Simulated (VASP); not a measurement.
AgBiTeSe, 4 atoms in the cell. Symmetry: P4/mmm, No. 123, tetragonal system. Conventional cell: a = 4.167 Å, b = 4.167 Å, c = 6.239 Å, α = 90.00°, β = 90.00°, γ = 90.00°. Within 3.9 Å of Ag (site symmetry 4/mmm) lie 4 Te at 2.95 Å and 2 Se at 3.12 Å. Bi (site symmetry 4/mmm) has 4 Se at 2.95 Å and 2 Te at 3.12 Å within 3.9 Å. Within 3.9 Å of Te (site symmetry 4/mmm) lie 4 Ag at 2.95 Å and 2 Bi at 3.12 Å. Within 3.9 Å of Se (site symmetry 4/mmm) lie 4 Bi at 2.95 Å and 2 Ag at 3.12 Å. 

* Program: VASP 6.6.1
* Task: single point
* Functional: PBE
* Potentials or basis: VASP PAW PBE potentials, release 64 (Ag, Bi_d, Te, Se)
* Cutoff: 520 eV
* k mesh: 6 × 6 × 4
* Occupations: fermi-dirac, width 0.1 eV
* Spin: no spin polarisation
* Dipole correction: no
* Further INCAR settings: ALGO = Normal; EDIFF = 1e-07; NBANDS = 27

Potentials or basis: VASP PAW PBE potentials, release 64 (Ag, Bi_d, Te, Se).

Command:

```console
$ cat potpaw_PBE.64/Ag/POTCAR potpaw_PBE.64/Bi_d/POTCAR potpaw_PBE.64/Te/POTCAR potpaw_PBE.64/Se/POTCAR > POTCAR
$ mpirun -np 1 vasp_std > vasp.out
```

Hardware: 1 thread of Intel(R) Xeon(R) 6975P-C (Granite Rapids), with other jobs on the host.

Q: How long does it take, and how much memory?

A: Run time: 36 s on 1 thread of Intel(R) Xeon(R) 6975P-C (Granite Rapids) (shared host), peak memory 0.28 GiB. Counts: scf iterations 15, k points 30.
